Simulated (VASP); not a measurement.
Write the native input for VASP 6.6.1 that does the following.

```yaml
Task: single point
Functional: PBE
Dispersion: D3(BJ)
Potentials_or_basis: VASP PAW PBE potentials, release 64 (Ga_d, As_d, O, C)
Cutoff: 520 eV
k_mesh: 7 × 5 × 1
Occupations: gaussian, width 0.05 eV
Spin: no spin polarisation
Dipole_correction: yes
Further_INCAR_settings: ALGO = Normal; EDIFF = 1e-06; NBANDS = 57; NELMDL = -8
```

The structure of Ga3As3CO lies in POSCAR:

```
Ga3As3CO
1.0
    4.0137031111      0.0000000000      0.0000000000
    0.0000000000      5.6762333751      0.0000000000
    0.0000000000      0.0000000000     23.3352699083
Ga As O C
3 3 1 1
Direct
    0.5000000000      0.5000000000      0.1714143447
    0.0000000000      0.0653835255      0.2680035048
    0.5000000000      0.4894639609      0.3228546357
    0.0000000000      0.2500000000      0.1714143447
    0.5000000000      0.8102208698      0.2504948966
    0.0000000000      0.2887573198      0.3593388866
    0.5000000000      0.7887573198      0.4964703624
    0.5000000000      0.7887573198      0.5457519865
```

One way to write it, as run:

INCAR

```
PREC     = Accurate       # precision mode
ENCUT    = 520            # plane-wave cutoff, eV
EDIFF    = 1E-6           # SCF threshold, eV
ISMEAR   = 0              # smearing method
SIGMA    = 0.05           # smearing width, eV
LREAL    = False          # projectors in reciprocal space
LASPH    = True           # aspherical terms in the spheres
NELM     = 120            # most SCF steps
ALGO     = Normal         # electronic algorithm
ISIF     = 2              # what is computed and relaxed
LWAVE    = False          # write WAVECAR
LCHARG   = True           # write CHGCAR
LDIPOL   = True         
IDIPOL   = 3            
DIPOL    = 0.5 0.5 0.323
GGA      = PE             # functional
IVDW     = 12             # dispersion correction
LELF     = True           # ELF
LVHAR    = True         
LVACPOTAV= True         
NBANDS   = 57             # bands
GGA_COMPAT= False        
NELMDL   = -8
```

KPOINTS

```
Automatic mesh
0
Gamma
  7 5 1
```

Potentials or basis: VASP PAW PBE potentials, release 64 (Ga_d, As_d, O, C).

The run is started by

```bash
$ cat potpaw_PBE.64/Ga_d/POTCAR potpaw_PBE.64/As_d/POTCAR potpaw_PBE.64/O/POTCAR potpaw_PBE.64/C/POTCAR > POTCAR
$ mpirun -np 1 vasp_std > vasp.out
```

Results of the run:

```json
{
 "Largest force": "1.100 eV/Å",
 "Band gap on the k mesh": "0.41 eV (least direct gap 0.75 eV)",
 "Dispersion energy per atom": "-0.157 eV"
}
```

It took 6.3 min on 1 thread of Intel(R) Xeon(R) 6975P-C (Granite Rapids) (shared host), peak memory 0.73 GiB.
